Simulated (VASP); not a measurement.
# SnS (lda) (Pnma) in VASP: single point with LDA

Aim: the single point of SnS (lda) with LDA.

Program: VASP 6.6.1. These are calculated values, not measurements. Logs are shortened: lines on timing, memory, paths and dates and some standing lists are left out, and cuts for length are marked.

## (1) The cell of the first run

It takes space group Pnma (No. 62, orthorhombic). Conventional cell: a = 10.974 Å, b = 3.953 Å, c = 4.187 Å, α = 90.00°, β = 90.00°, γ = 90.00°. Sn (site symmetry m) has 6 S at 2.62 to 3.27 Å and 2 Sn at 3.38 Å within 3.5 Å. S (site symmetry m) has 6 Sn at 2.62 to 3.27 Å within 3.5 Å.

## (2) Single point, LDA

The input, INCAR:

```
SYSTEM = SnS
PREC = Accurate
ENCUT = 500
EDIFF = 1E-6
ISMEAR = 0
SIGMA = 0.02
LREAL = .False.
LASPH = .True.
NELM = 120
ALGO = Normal
ISIF = 2
LWAVE = .False.
LCHARG = .False.
NBANDS = 50
GGA_COMPAT = .False.
```

The input, KPOINTS:

```
regular mesh
0
Gamma
  4 8 8
  0 0 0
```

The input, POSCAR:

```
SnS
1.0
   10.9737366752      0.0000000000      0.0000000000
    0.0000000000      3.9527328499      0.0000000000
    0.0000000000      0.0000000000      4.1870275492
Sn S
4 4
Direct
    0.6177576329      0.2500000000      0.3900093251
    0.3822423671      0.7500000000      0.6099906749
    0.8822423671      0.7500000000      0.8900093251
    0.1177576329      0.2500000000      0.1099906749
    0.3539696091      0.2500000000      0.0262579255
    0.6460303909      0.7500000000      0.9737420745
    0.1460303909      0.7500000000      0.5262579255
    0.8539696091      0.2500000000      0.4737420745
```

Potentials or basis: VASP PAW LDA potentials, release 64 (Sn_d, S).

Launch:

```sh
> cat potpaw_LDA.64/Sn_d/POTCAR potpaw_LDA.64/S/POTCAR > POTCAR
> mpirun -np 1 vasp_std > vasp.out
```

OUTCAR:

```text
SYSTEM = SnS
   PREC = Accurate
   ENCUT = 500
   EDIFF = 1E-6
   ISMEAR = 0
   LREAL = .False.
   LASPH = .True.
   NELM = 120
   ISIF = 2

 ion  position               nearest neighbor table
   1  0.618  0.250  0.390-   8 2.62   6 2.65   6 2.65   6 3.16   6 3.16   5 3.27   2 3.38   2 3.38

   2  0.382  0.750  0.610-   7 2.62   5 2.65   5 2.65   5 3.16   5 3.16   6 3.27   1 3.38   1 3.38

   3  0.882  0.750  0.890-   6 2.62   8 2.65   8 2.65   8 3.16   8 3.16   7 3.27   4 3.38   4 3.38

   4  0.118  0.250  0.110-   5 2.62   7 2.65   7 2.65   7 3.16   7 3.16   8 3.27   3 3.38   3 3.38

   5  0.354  0.250  0.026-   4 2.62   2 2.65   2 2.65   2 3.16   2 3.16   1 3.27
   6  0.646  0.750  0.974-   3 2.62   1 2.65   1 2.65   1 3.16   1 3.16   2 3.27
   7  0.146  0.750  0.526-   2 2.62   4 2.65   4 2.65   4 3.16   4 3.16   3 3.27
   8  0.854  0.250  0.474-   1 2.62   3 2.65   3 2.65   3 3.16   3 3.16   4 3.27

  LATTYP: Found a simple orthorhombic cell.
 ALAT       =     3.9527328499
 B/A-ratio  =     1.0592741043
 C/A-ratio  =     2.7762404119

  Lattice vectors:

 A1 = (   0.0000000000,   3.9527328499,   0.0000000000)
 A2 = (   0.0000000000,   0.0000000000,   4.1870275492)
 A3 = (  10.9737366752,   0.0000000000,   0.0000000000)

Analysis of symmetry for initial positions (statically):
=====================================================================
 Subroutine PRICEL returns:
 Original cell was already a primitive cell.

 Routine SETGRP: Setting up the symmetry group for a
 simple orthorhombic supercell.

 Subroutine GETGRP returns: Found  8 space group operations
 (whereof  2 operations were pure point group operations)
 out of a pool of  8 trial point group operations.

The static configuration has the point symmetry S_2 .
 The point group associated with its full space group is D_2h.

Analysis of symmetry for dynamics (positions and initial velocities):
=====================================================================
 Subroutine PRICEL returns:
 Original cell was already a primitive cell.

 Routine SETGRP: Setting up the symmetry group for a
 simple orthorhombic supercell.

 Subroutine GETGRP returns: Found  8 space group operations
 (whereof  2 operations were pure point group operations)
 out of a pool of  8 trial point group operations.

The dynamic configuration has the point symmetry S_2 .
 The point group associated with its full space group is D_2h.

 Subroutine INISYM returns: Found  8 space group operations
 (whereof  2 operations are pure point group operations),
 and found     1 'primitive' translations

----------------------------------------------------------------------------------------

                                     Primitive cell

  volume of cell :     181.6176

  direct lattice vectors                    reciprocal lattice vectors
    10.973736675  0.000000000  0.000000000     0.091126663  0.000000000  0.000000000
     0.000000000  3.952732850  0.000000000     0.000000000  0.252989523  0.000000000
     0.000000000  0.000000000  4.187027549     0.000000000  0.000000000  0.238832916

  length of vectors
    10.973736675  3.952732850  4.187027549     0.091126663  0.252989523  0.238832916

  position of ions in fractional coordinates (direct lattice)
     0.617757633  0.250000000  0.390009325
     0.382242367  0.750000000  0.609990675
     0.882242367  0.750000000  0.890009325
     0.117757633  0.250000000  0.109990675
     0.353969609  0.250000000  0.026257925
     0.646030391  0.750000000  0.973742075
     0.146030391  0.750000000  0.526257925
     0.853969609  0.250000000  0.473742075

  ion indices of the primitive-cell ions
   primitive index   ion index
                 1           1
                 2           2
                 3           3
                 4           4
                 5           5
                 6           6
                 7           7
                 8           8

----------------------------------------------------------------------------------------

 KPOINTS: regular mesh

Automatic generation of k-mesh.
 Grid dimensions read from file:
 generate k-points for:    4    8    8

 Generating k-lattice:

  Cartesian coordinates                     Fractional coordinates (reciprocal lattice)
     0.022781666  0.000000000  0.000000000     0.250000000  0.000000000  0.000000000
     0.000000000  0.031623690  0.000000000     0.000000000  0.125000000  0.000000000
     0.000000000  0.000000000  0.029854115     0.000000000  0.000000000  0.125000000

  Length of vectors
     0.022781666  0.031623690  0.029854115

  Shift w.r.t. Gamma in fractional coordinates (k-lattice)
     0.000000000  0.000000000  0.000000000

 Subroutine IBZKPT returns following result:
 ===========================================

 Found     75 irreducible k-points:

 Following reciprocal coordinates:
            Coordinates               Weight
  0.000000  0.000000  0.000000      1.000000
  0.250000  0.000000  0.000000      2.000000
  0.500000  0.000000  0.000000      1.000000
  0.000000  0.125000  0.000000      2.000000
  0.250000  0.125000  0.000000      4.000000
  0.500000  0.125000  0.000000      2.000000
[... 16 lines left out ...]
  0.250000  0.250000  0.125000      8.000000
  0.500000  0.250000  0.125000      4.000000
 [... further k-points ...]
   k-points           NKPTS =     75   k-points in BZ     NKDIM =     75   number of bands    NBANDS=     50
   number of dos      NEDOS =    301   number of ions     NIONS =      8
   total plane-waves  NPLWV =  76800
   dimension x,y,z NGX =    80 NGY =   30 NGZ =   32
   dimension x,y,z NGXF=   160 NGYF=   60 NGZF=   64
   ions per type =               4   4
   NGX,Y,Z   is equivalent  to a cutoff of  12.12, 12.62, 12.71 a.u.
   NGXF,Y,Z  is equivalent  to a cutoff of  24.24, 25.24, 25.41 a.u.
 SYSTEM =  SnS
   PREC   = accura    normal or accurate (medium, high low for compatibility)
   ISTART =      0    job   : 0-new  1-cont  2-samecut
   ICHARG =      2    charge: 1-file 2-atom 10-const
   ISPIN  =      1    spin polarized calculation?
   LNONCOLLINEAR =      F non collinear calculations
   LSORBIT =      F    spin-orbit coupling
   LASPH  =      T    aspherical Exc in radial PAW
   ENCUT  =  500.0 eV  36.75 Ry    6.06 a.u.  20.01  7.21  7.63*2*pi/ulx,y,z
   NELM   =    120;   NELMIN=  2; NELMDL= -5     # of ELM steps
   EDIFF  = 0.1E-05   stopping-criterion for ELM
   LREAL  =      F    real-space projection
   EDIFFG = 0.1E-04   stopping-criterion for IOM
   NSW    =      0    number of steps for IOM
   IBRION =     -1    ionic relax: 0-MD 1-quasi-New 2-CG
   NFREE  =      0    steps in history (QN), initial steepest desc. (CG)
   ISIF   =      2    stress and relaxation
   ISYM   =      2    0-nonsym 1-usesym 2-fastsym
   POTIM  = 0.5000    time-step for ionic-motion
   TEBEG  =    0.0;   TEEND  =   0.0 temperature during run
   PSTRESS=    0.0 pullay stress
   NELECT =      80.0000    total number of electrons
   NUPDOWN=      -1.0000    fix difference up-down
   EMIN   =  10.00;   EMAX   =-10.00  energy-range for DOS
   EFERMI =   0.00;   METHOD = LEGACY
   ISMEAR =     0;   SIGMA  =   0.02  broadening in eV -4-tet -1-fermi 0-gaus
   EFERMI_NEDOS =   21; number of points for ismear=-14 and -15
   IALGO  =     38    algorithm
   IMIX   =      4    mixing-type and parameters
     AMIX     =   0.40;   BMIX     =  1.00
     AMIX_MAG =   1.60;   BMIX_MAG =  1.00
  volume/ion in A,a.u.               =      22.70       153.20
  Fermi-wavevector in a.u.,A,eV,Ry     =   1.245620  2.353880 21.110379  1.551569
  Thomas-Fermi vector in A             =   2.379834
   LORBIT       =      0    0 simple, 1 ext, 2 COOP (PROOUT), +10 PAW based schemes
   GGA     = CA    functional components
   LHFCALC =     F    Hartree Fock is set to
   AEXX    =    0.0000 exact exchange contribution
   IVDW    =     0    specifies the selected vdW correction
   LEPSILON=     F    determine dielectric tensor
   LRPA    =     F    only Hartree local field effects (RPA)
 non-spin polarized calculation
 Gauss-broadening in eV      SIGMA  =   0.02
  energy-cutoff  :      500.00
  volume of cell :      181.62
 maximum number of plane-waves:      4648
   NGX = 41   NGY = 15   NGZ = 15

 number of electron      79.9999983 magnetization

 Free energy of the ion-electron system (eV)
  ---------------------------------------------------
  ext. energy  EPLUGINS =         0.00000000
  ---------------------------------------------------
  free energy    TOTEN  =       -40.50083136 eV

  energy without entropy =      -40.50083136  energy(sigma->0) =      -40.50083136

 E-fermi :   6.9049     XC(G=0): -10.4669

 val. band max:        6.8096535910   @ k =   0.5000   0.0000   0.5000
 cond. band min:       7.4401981134   @ k =   0.0000   0.0000   0.0000
 fundamental gap:      0.6305445225
 Fermi energy:         6.9048944445

 k-point     1 :       0.0000    0.0000    0.0000
  band No.  band energies     occupation
      1     -14.4890      2.00000
      2     -14.4594      2.00000
      3     -14.4569      2.00000
      4     -14.4463      2.00000
      5     -14.4452      2.00000
      6     -14.4438      2.00000
[... 42 lines left out ...]
     49      11.8465      0.00000
     50      12.0367      0.00000

 k-point     2 :       0.2500    0.0000    0.0000
  band No.  band energies     occupation
      1     -14.4861      2.00000
      2     -14.4675      2.00000
      3     -14.4543      2.00000
      4     -14.4478      2.00000
      5     -14.4447      2.00000
      6     -14.4410      2.00000
[... 42 lines left out ...]
     49      12.0063      0.00000
     50      12.0292      0.00000

 k-point     3 :       0.5000    0.0000    0.0000
  band No.  band energies     occupation
      1     -14.4782      2.00000
      2     -14.4782      2.00000
      3     -14.4511      2.00000
      4     -14.4511      2.00000
      5     -14.4430      2.00000
      6     -14.4430      2.00000
[... 1102 lines left out ...]
     49      11.1589      0.00000
     50      11.6115      0.00000

 k-point    24 :       0.5000    0.2500    0.1250
  band No.  band energies     occupation
      1     -14.4647      2.00000
      2     -14.4647      2.00000
      3     -14.4537      2.00000
      4     -14.4537      2.00000
      5     -14.4450      2.00000
      6     -14.4450      2.00000
[... 42 lines left out ...]
     49      11.1588      0.00000
     50      11.1588      0.00000

 [... further k-points ...]
[... 5 lines left out ...]
  --------------------------------------------------------------------------------------
  -------------------------------------------------------------------------------------
  Total       -0.0128545      0.0094914      0.0613952      0.0000000      0.0000000      0.0000000
  in kB       -0.1133984      0.0837301      0.5416110      0.0000000      0.0000000      0.0000000
  external PRESSURE =       0.1706476 kB  Pullay stress =       0.0000000 kB

 VOLUME and BASIS-vectors are now :
 -----------------------------------------------------------------------------
  energy-cutoff  :      500.00
  volume of cell :      181.62
      direct lattice vectors                 reciprocal lattice vectors
    10.973736675  0.000000000  0.000000000     0.091126663  0.000000000  0.000000000
     0.000000000  3.952732850  0.000000000     0.000000000  0.252989523  0.000000000
     0.000000000  0.000000000  4.187027549     0.000000000  0.000000000  0.238832916

 POSITION                                       TOTAL-FORCE (eV/Angst)
 -----------------------------------------------------------------------------------
      6.77911      0.98818      1.63298        -0.017230     -0.000000      0.013645
      4.19463      2.96455      2.55405         0.017230      0.000000     -0.013645
      9.68150      2.96455      3.72649         0.017230      0.000000      0.013645
      1.29224      0.98818      0.46053        -0.017230     -0.000000     -0.013645
      3.88437      0.98818      0.10994         0.003935      0.000000      0.010368
      7.08937      2.96455      4.07708        -0.003935      0.000000     -0.010368
      1.60250      2.96455      2.20346        -0.003935      0.000000      0.010368
      9.37124      0.98818      1.98357         0.003935     -0.000000     -0.010368
 -----------------------------------------------------------------------------------
    total drift:                               -0.000000      0.000000      0.000000

  FREE ENERGIE OF THE ION-ELECTRON SYSTEM (eV)
  ---------------------------------------------------
  free  energy   TOTEN  =       -40.5008313552 eV

  energy  without entropy=      -40.5008313552  energy(sigma->0) =      -40.50083136
```

Wall time 15 min (1 thread of Intel Xeon 8259CL, shared host); peak memory 0.53 GiB.

Results:

| Item | Value |
| --- | --- |
| Free energy | -40.5008 eV |
| Pressure | 0.0 GPa |
| Largest force | 0.022 eV/Å |
| Band gap on the k mesh | 0.63 eV, indirect (least direct gap 1.05 eV) |

Forces in eV/Å, atoms in the order of the input:
```
Sn  -0.017  0.000  0.014
Sn   0.017  0.000 -0.014
Sn   0.017  0.000  0.014
Sn  -0.017  0.000 -0.014
S    0.004  0.000  0.010
S   -0.004  0.000 -0.010
S   -0.004  0.000  0.010
S    0.004  0.000 -0.010
```

Levels at points of the mesh, in eV from the valence-band top:
```csv
k point,band 36,band 37,band 38,band 39,band 40,band 41,band 42,band 43,band 44,band 45
"(0.00, 0.00, 0.00)",-2.30,-2.08,-1.32,-0.88,-0.75,0.63,2.90,2.95,3.07,3.39
"(0.50, 0.00, 0.00)",-2.55,-2.34,-2.34,-0.77,-0.77,2.55,2.55,2.74,2.74,4.05
"(0.00, 0.50, 0.00)",-2.14,-1.10,-1.10,-0.80,-0.80,1.02,1.02,1.73,1.73,1.86
"(0.50, 0.50, 0.00)",-2.53,-1.05,-1.05,-1.05,-1.05,1.55,1.55,1.55,1.55,2.35
"(0.00, 0.00, 0.50)",-1.88,-1.00,-1.00,-0.12,-0.12,1.35,1.35,1.72,1.72,1.88
"(0.50, 0.00, 0.50)",-2.24,-0.75,-0.75,0.00,0.00,1.20,1.20,1.78,1.78,1.78
"(0.00, 0.50, 0.50)",-3.65,-2.70,-2.70,-1.67,-1.67,2.69,2.69,2.99,2.99,4.53
"(0.50, 0.50, 0.50)",-4.28,-1.85,-1.85,-1.85,-1.85,2.48,2.48,2.48,2.48,4.72
```

Caveat: spin-orbit coupling is left out, which moves the levels of the heavy elements. A k mesh can miss the band edges.
